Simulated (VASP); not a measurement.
# MoS2 (R3m) in VASP: further runs

Runs on MoS2. Level: PBE+D3(BJ). Tasks: single point.

Program: VASP 6.6.1. These are calculated values, not measurements. Logs are shortened: lines on timing, memory, paths and dates and some standing lists are left out, and cuts for length are marked.

## Step 1: The cell of the first run

Symmetry: R3m, No. 160, trigonal system. Conventional cell: a = 3.200 Å, b = 3.200 Å, c = 17.990 Å, α = 90.00°, β = 90.00°, γ = 120.00°. Mo (site symmetry 3m) has 6 S at 2.42 Å and 6 Mo at 3.20 Å within 3.3 Å. Within 3.5 Å of S (site symmetry 3m) lie 3 Mo at 2.42 Å and 10 S at 3.13 to 3.41 Å. S (site symmetry 3m) has 3 Mo at 2.42 Å and 10 S at 3.13 to 3.41 Å within 3.5 Å.

## Step 2: Single point, PBE+D3(BJ) (strain +0.015 along x and y, +0.000 along z)

Contents of INCAR:

```
ALGO = Normal ; EDIFF = 1E-6
ENCUT = 520 ; GGA = PE
ISIF = 2 ; ISMEAR = 0
IVDW = 12 ; LASPH = T
LCHARG = T ; LELF = T
LREAL = F ; LVHAR = T
LWAVE = F ; NBANDS = 20
NELM = 100 ; PREC = Accurate
SIGMA = 0.05
```

Contents of KPOINTS:

```
k-points
0
Gamma
  12 12 12
```

Contents of POSCAR:

```
MoS2
1.0
    1.6001214946      0.9238305756      5.9965349857
   -1.6001214946      0.9238305756      5.9965349857
    0.0000000000     -1.8476611513      5.9965349857
Mo S
1 2
Direct
    0.0000172715      0.0000172715      0.0000172715
    0.7535591261      0.7535591261      0.7535591261
    0.5797236024      0.5797236024      0.5797236024
```

Potentials or basis: VASP PAW PBE potentials, release 64 (Mo_sv, S).

Started as:

```
$ cat potpaw_PBE.64/Mo_sv/POTCAR potpaw_PBE.64/S/POTCAR > POTCAR
$ mpirun -np 1 vasp_std > vasp.out
```

OUTCAR:

```text
EDIFF = 1E-6
   ENCUT = 520
   GGA = PE
   ISIF = 2
   ISMEAR = 0
   IVDW = 12
   LASPH = T
   LREAL = F
   NELM = 100
   PREC = Accurate
 IVDW          = 12

 ion  position               nearest neighbor table
   1  0.000  0.000  0.000-   2 2.42   2 2.42   2 2.42   3 2.42   3 2.42   3 2.42
   2  0.754  0.754  0.754-   1 2.42   1 2.42   1 2.42
   3  0.580  0.580  0.580-   1 2.42   1 2.42   1 2.42

  LATTYP: Found a trigonal (rhomboedric) cell.
 ALAT       =     6.2747337445
 COS(alpha) =     0.8699395328

  Lattice vectors:

 A1 = (   1.6001214946,   0.9238305756,   5.9965349857)
 A2 = (  -1.6001214946,   0.9238305756,   5.9965349857)
 A3 = (   0.0000000000,  -1.8476611513,   5.9965349857)

Analysis of symmetry for initial positions (statically):
=====================================================================
 Subroutine PRICEL returns:
 Original cell was already a primitive cell.

 Routine SETGRP: Setting up the symmetry group for a
 trigonal (rhombohedral) supercell.

 Subroutine GETGRP returns: Found  6 space group operations
 (whereof  6 operations were pure point group operations)
 out of a pool of 12 trial point group operations.

The static configuration has the point symmetry C_3v.

Analysis of symmetry for dynamics (positions and initial velocities):
=====================================================================
 Subroutine PRICEL returns:
 Original cell was already a primitive cell.

 Routine SETGRP: Setting up the symmetry group for a
 trigonal (rhombohedral) supercell.

 Subroutine GETGRP returns: Found  6 space group operations
 (whereof  6 operations were pure point group operations)
 out of a pool of 12 trial point group operations.

The dynamic configuration has the point symmetry C_3v.

 Subroutine INISYM returns: Found  6 space group operations
 (whereof  6 operations are pure point group operations),
 and found     1 'primitive' translations

----------------------------------------------------------------------------------------

                                     Primitive cell

  volume of cell :      53.1859

  direct lattice vectors                    reciprocal lattice vectors
     1.600121495  0.923830576  5.996534986     0.312476272  0.180408260  0.055587658
    -1.600121495  0.923830576  5.996534986    -0.312476272  0.180408260  0.055587658
     0.000000000 -1.847661151  5.996534986     0.000000000 -0.360816520  0.055587658

  length of vectors
     6.274733745  6.274733745  6.274733745     0.365073347  0.365073347  0.365073347

  position of ions in fractional coordinates (direct lattice)
     0.000017271  0.000017271  0.000017271
     0.753559126  0.753559126  0.753559126
     0.579723602  0.579723602  0.579723602

  ion indices of the primitive-cell ions
   primitive index   ion index
                 1           1
                 2           2
                 3           3

----------------------------------------------------------------------------------------

 KPOINTS: k-points

Automatic generation of k-mesh.
 Grid dimensions read from file:
 generate k-points for:   12   12   12

 Generating k-lattice:

  Cartesian coordinates                     Fractional coordinates (reciprocal lattice)
     0.026039689  0.015034022  0.004632305     0.083333333  0.000000000  0.000000000
    -0.026039689  0.015034022  0.004632305     0.000000000  0.083333333  0.000000000
     0.000000000 -0.030068043  0.004632305    -0.000000000 -0.000000000  0.083333333

  Length of vectors
     0.030422779  0.030422779  0.030422779

  Shift w.r.t. Gamma in fractional coordinates (k-lattice)
     0.000000000  0.000000000  0.000000000

 Subroutine IBZKPT returns following result:
 ===========================================

 Found    189 irreducible k-points:

 Following reciprocal coordinates:
            Coordinates               Weight
  0.000000  0.000000  0.000000      1.000000
  0.083333  0.000000  0.000000      6.000000
  0.166667 -0.000000 -0.000000      6.000000
  0.250000 -0.000000  0.000000      6.000000
  0.333333  0.000000  0.000000      6.000000
  0.416667  0.000000  0.000000      6.000000
[... 16 lines left out ...]
  0.500000  0.166667  0.000000     12.000000
 -0.416667  0.166667  0.000000     12.000000
 [... further k-points ...]
   k-points           NKPTS =    189   k-points in BZ     NKDIM =    189   number of bands    NBANDS=     20
   number of dos      NEDOS =    301   number of ions     NIONS =      3
   total plane-waves  NPLWV = 110592
   dimension x,y,z NGX =    48 NGY =   48 NGZ =   48
   dimension x,y,z NGXF=    96 NGYF=   96 NGZF=   96
   ions per type =               1   2
   NGX,Y,Z   is equivalent  to a cutoff of  12.72, 12.72, 12.72 a.u.
   NGXF,Y,Z  is equivalent  to a cutoff of  25.43, 25.43, 25.43 a.u.
 SYSTEM =  unknown system
   PREC   = accura    normal or accurate (medium, high low for compatibility)
   ISTART =      0    job   : 0-new  1-cont  2-samecut
   ICHARG =      2    charge: 1-file 2-atom 10-const
   ISPIN  =      1    spin polarized calculation?
   LNONCOLLINEAR =      F non collinear calculations
   LSORBIT =      F    spin-orbit coupling
   LASPH  =      T    aspherical Exc in radial PAW
   ENCUT  =  520.0 eV  38.22 Ry    6.18 a.u.  11.67 11.67 11.67*2*pi/ulx,y,z
   NELM   =    100;   NELMIN=  2; NELMDL= -5     # of ELM steps
   EDIFF  = 0.1E-05   stopping-criterion for ELM
   LREAL  =      F    real-space projection
   EDIFFG = 0.1E-04   stopping-criterion for IOM
   NSW    =      0    number of steps for IOM
   IBRION =     -1    ionic relax: 0-MD 1-quasi-New 2-CG
   NFREE  =      0    steps in history (QN), initial steepest desc. (CG)
   ISIF   =      2    stress and relaxation
   ISYM   =      2    0-nonsym 1-usesym 2-fastsym
   POTIM  = 0.5000    time-step for ionic-motion
   TEBEG  =    0.0;   TEEND  =   0.0 temperature during run
   PSTRESS=    0.0 pullay stress
   NELECT =      26.0000    total number of electrons
   NUPDOWN=      -1.0000    fix difference up-down
   EMIN   =  10.00;   EMAX   =-10.00  energy-range for DOS
   EFERMI =   0.00;   METHOD = LEGACY
   ISMEAR =     0;   SIGMA  =   0.05  broadening in eV -4-tet -1-fermi 0-gaus
   EFERMI_NEDOS =   21; number of points for ismear=-14 and -15
   IALGO  =     38    algorithm
   IMIX   =      4    mixing-type and parameters
     AMIX     =   0.40;   BMIX     =  1.00
     AMIX_MAG =   1.60;   BMIX_MAG =  1.00
  volume/ion in A,a.u.               =      17.73       119.64
  Fermi-wavevector in a.u.,A,eV,Ry     =   1.289635  2.437058 22.628661  1.663160
  Thomas-Fermi vector in A             =   2.421516
   LORBIT       =      0    0 simple, 1 ext, 2 COOP (PROOUT), +10 PAW based schemes
   GGA     = PE    functional components
   LHFCALC =     F    Hartree Fock is set to
   AEXX    =    0.0000 exact exchange contribution
   IVDW    =    12    specifies the selected vdW correction
   LEPSILON=     F    determine dielectric tensor
   LRPA    =     F    only Hartree local field effects (RPA)
 non-spin polarized calculation
 Gauss-broadening in eV      SIGMA  =   0.05
  energy-cutoff  :      520.00
  volume of cell :       53.19
 maximum number of plane-waves:      1448
   NGX = 23   NGY = 23   NGZ = 23

 number of electron      26.0000002 magnetization

 Free energy of the ion-electron system (eV)
  ---------------------------------------------------
  ext. energy  EPLUGINS =         0.00000000
  ---------------------------------------------------
  free energy    TOTEN  =       -21.78070930 eV

  energy without entropy =      -21.78070930  energy(sigma->0) =      -21.78070930

 E-fermi :   8.0997     XC(G=0): -10.9095

 val. band max:        7.7579437913   @ k =   0.5000   0.5000   0.5000
 cond. band min:       8.5509071630   @ k =  -0.1667   0.1667   0.0000
 fundamental gap:      0.7929633717
 Fermi energy:         8.0996993233

 k-point     1 :       0.0000    0.0000    0.0000
  band No.  band energies     occupation
      1     -53.9354      2.00000
      2     -28.0644      2.00000
      3     -27.8766      2.00000
      4     -27.8766      2.00000
      5      -7.2949      2.00000
      6      -5.5362      2.00000
[... 12 lines left out ...]
     19      15.4989      0.00000
     20      16.7188      0.00000

 k-point     2 :       0.0833    0.0000    0.0000
  band No.  band energies     occupation
      1     -53.9331      2.00000
      2     -28.0597      2.00000
      3     -27.9006      2.00000
      4     -27.8821      2.00000
      5      -7.1918      2.00000
      6      -5.5066      2.00000
[... 12 lines left out ...]
     19      15.9416      0.00000
     20      16.6838      0.00000

 k-point     3 :       0.1667   -0.0000   -0.0000
  band No.  band energies     occupation
      1     -53.9267      2.00000
      2     -28.0470      2.00000
      3     -27.9657      2.00000
      4     -27.8970      2.00000
      5      -6.8977      2.00000
      6      -5.4218      2.00000
[... 12 lines left out ...]
     19      16.2847      0.00000
     20      16.8355      0.00000

 k-point     4 :       0.2500   -0.0000    0.0000
  band No.  band energies     occupation
      1     -53.9181      2.00000
      2     -28.0536      2.00000
      3     -28.0296      2.00000
      4     -27.9173      2.00000
      5      -6.4590      2.00000
      6      -5.2962      2.00000
[... 12 lines left out ...]
     19      15.7609      0.00000
     20      16.5964      0.00000

 k-point     5 :       0.3333    0.0000    0.0000
  band No.  band energies     occupation
      1     -53.9094      2.00000
      2     -28.1402      2.00000
      3     -28.0121      2.00000
      4     -27.9376      2.00000
      5      -5.9605      2.00000
      6      -5.1585      2.00000
[... 12 lines left out ...]
     19      15.1638      0.00000
     20      15.3636      0.00000

 k-point     6 :       0.4167    0.0000    0.0000
  band No.  band energies     occupation
      1     -53.9030      2.00000
      2     -28.2029      2.00000
      3     -27.9993      2.00000
      4     -27.9523      2.00000
      5      -5.5361      2.00000
      6      -5.0530      2.00000
[... 12 lines left out ...]
     19      14.5012      0.00000
     20      15.0325      0.00000

 k-point     7 :       0.5000   -0.0000    0.0000
  band No.  band energies     occupation
      1     -53.9007      2.00000
      2     -28.2257      2.00000
      3     -27.9946      2.00000
      4     -27.9577      2.00000
      5      -5.3595      2.00000
      6      -5.0174      2.00000
[... 12 lines left out ...]
     19      14.3121      0.00000
     20      14.9788      0.00000
[... 277 lines left out ...]
 k-point    20 :       0.2500    0.1667    0.0000
  band No.  band energies     occupation
      1     -53.9212      2.00000
      2     -28.0360      2.00000
      3     -28.0173      2.00000
      4     -27.9143      2.00000
      5      -6.5941      2.00000
      6      -5.3940      2.00000
[... 12 lines left out ...]
     19      16.1851      0.00000
     20      16.5710      0.00000

 k-point    21 :       0.3333    0.1667    0.0000
  band No.  band energies     occupation
      1     -53.9137      2.00000
      2     -28.0806      2.00000
      3     -28.0209      2.00000
      4     -27.9443      2.00000
      5      -6.1854      2.00000
      6      -5.2782      2.00000
[... 12 lines left out ...]
     19      16.0849      0.00000
     20      16.7193      0.00000

 k-point    22 :       0.4167    0.1667    0.0000
  band No.  band energies     occupation
      1     -53.9062      2.00000
      2     -28.1401      2.00000
      3     -28.0057      2.00000
      4     -27.9775      2.00000
      5      -5.7342      2.00000
      6      -5.1387      2.00000
[... 12 lines left out ...]
     19      15.8811      0.00000
     20      16.3447      0.00000

 k-point    23 :       0.5000    0.1667    0.0000
  band No.  band energies     occupation
      1     -53.9007      2.00000
      2     -28.1821      2.00000
      3     -28.0029      2.00000
      4     -27.9946      2.00000
      5      -5.3656      2.00000
      6      -5.0208      2.00000
[... 12 lines left out ...]
     19      15.7984      0.00000
     20      16.1796      0.00000

 k-point    24 :      -0.4167    0.1667    0.0000
  band No.  band energies     occupation
      1     -53.8987      2.00000
      2     -28.1973      2.00000
      3     -28.0124      2.00000
      4     -27.9905      2.00000
      5      -5.2250      2.00000
      6      -4.9690      2.00000
[... 12 lines left out ...]
     19      15.8079      0.00000
     20      16.2127      0.00000

 [... further k-points ...]

------------------------ aborting loop because EDIFF is reached ----------------------------------------

 Edisp (eV)   -1.28106

 E8    (eV) :    -0.5167

  FORCE on cell =-STRESS in cart. coord.  units (eV):
  Direction    XX          YY          ZZ          XY          YZ          ZX
  --------------------------------------------------------------------------------------
  -------------------------------------------------------------------------------------
  Total      -1.65679    -1.65679    -0.97877     0.00000     0.00000     0.00000
  in kB     -49.90917   -49.90917   -29.48444     0.00000     0.00000     0.00000
  external pressure =      -43.10 kB  Pullay stress =        0.00 kB

 VOLUME and BASIS-vectors are now :
 -----------------------------------------------------------------------------
  energy-cutoff  :      520.00
  volume of cell :       53.19
      direct lattice vectors                 reciprocal lattice vectors
     1.600121495  0.923830576  5.996534986     0.312476272  0.180408260  0.055587658
    -1.600121495  0.923830576  5.996534986    -0.312476272  0.180408260  0.055587658
     0.000000000 -1.847661151  5.996534986     0.000000000 -0.360816520  0.055587658

 POSITION                                       TOTAL-FORCE (eV/Angst)
 -----------------------------------------------------------------------------------
      0.00000     -0.00000      0.00031         0.000000      0.000000     -0.000174
      0.00000     -0.00000     13.55623         0.000000      0.000000     -0.293193
      0.00000     -0.00000     10.42900         0.000000     -0.000000      0.293367
 -----------------------------------------------------------------------------------
    total drift:                                0.000000      0.000000     -0.000083

  FREE ENERGIE OF THE ION-ELECTRON SYSTEM (eV)
  ---------------------------------------------------
  free  energy   TOTEN  =       -23.0617660532 eV

  energy  without entropy=      -23.0617660532  energy(sigma->0) =      -23.06176605
```

Wall time 4.5 min (1 thread of AMD EPYC 9R45 (Zen 5), shared host); peak memory 0.42 GiB.

Results:

- Free energy: -23.0618 eV
- Pressure: -4.3 GPa
- Largest force: 0.293 eV/Å
- Band gap on the k mesh: 0.79 eV (least direct gap 1.63 eV)
- Dispersion energy per atom: -0.427 eV

Forces in eV/Å, atoms in the order of the input:
```
Mo   0.000  0.000  0.000
S    0.000  0.000 -0.293
S    0.000  0.000  0.293
```

Caveat: the cell differs from its parent crystal (strain +0.015 along x and y, +0.000 along z); the cell stands under tension. A k mesh can miss the band edges.

## Step 3: Single point, PBE+D3(BJ) (strain +0.030 along x and y, +0.000 along z)

Contents of INCAR:

```
ALGO     = Normal         # electronic algorithm
EDIFF    = 1E-6           # SCF threshold, eV
ENCUT    = 520            # plane-wave cutoff, eV
GGA      = PE             # functional
ISIF     = 2              # what is computed and relaxed
ISMEAR   = 0              # smearing method
IVDW     = 12             # dispersion correction
LASPH    = T              # aspherical terms in the spheres
LCHARG   = F              # write CHGCAR
LREAL    = F              # projectors in reciprocal space
LWAVE    = F              # write WAVECAR
NBANDS   = 20             # bands
NELM     = 100            # most SCF steps
PREC     = Accurate       # precision mode
SIGMA    = 0.05           # smearing width, eV
```

KPOINTS is that of step 2.

Contents of POSCAR:

```
MoS2
1.0
    1.6237686103      0.9374832442      5.9965349857
   -1.6237686103      0.9374832442      5.9965349857
    0.0000000000     -1.8749664885      5.9965349857
Mo S
1 2
Direct
    0.0000172715      0.0000172715      0.0000172715
    0.7535591261      0.7535591261      0.7535591261
    0.5797236024      0.5797236024      0.5797236024
```

Potentials or basis: VASP PAW PBE potentials, release 64 (Mo_sv, S).

Started as:

```
$ cat potpaw_PBE.64/Mo_sv/POTCAR potpaw_PBE.64/S/POTCAR > POTCAR
$ mpirun -np 1 vasp_std > vasp.out
```

Wall time 4.3 min (1 thread of AMD EPYC 9R45 (Zen 5), shared host); peak memory 0.42 GiB.

The run converged. Its results:

- Free energy: -22.9916 eV
- Pressure: -7.9 GPa
- Largest force: 0.540 eV/Å
- Band gap on the k mesh: 0.63 eV (least direct gap 1.50 eV)
- Dispersion energy per atom: -0.414 eV

Forces in eV/Å, atoms in the order of the input:
```
Mo   0.000  0.000  0.000
S    0.000  0.000 -0.540
S    0.000  0.000  0.540
```

Stress tensor (GPa, compression positive):
```
-9.23  0.00  0.00
 0.00 -9.23  0.00
 0.00  0.00 -5.28
```

Levels at points of the mesh, in eV from the valence-band top:
```
           k point  band 11  band 12  band 13  band 14  band 15  band 16
(0.00, 0.00, 0.00)    -2.42    -1.12    -0.96     1.66     1.66     2.08
(0.50, 0.00, 0.00)    -2.30    -1.81    -1.51     1.24     1.63     2.96
(0.50, 0.50, 0.00)    -2.94    -2.09    -1.38     1.17     1.74     2.67
(0.50, 0.50, 0.50)    -2.37    -2.37     0.00     1.79     1.79     1.89
```

Caveat: the cell differs from its parent crystal (strain +0.030 along x and y, +0.000 along z); the cell stands under tension. A k mesh can miss the band edges.
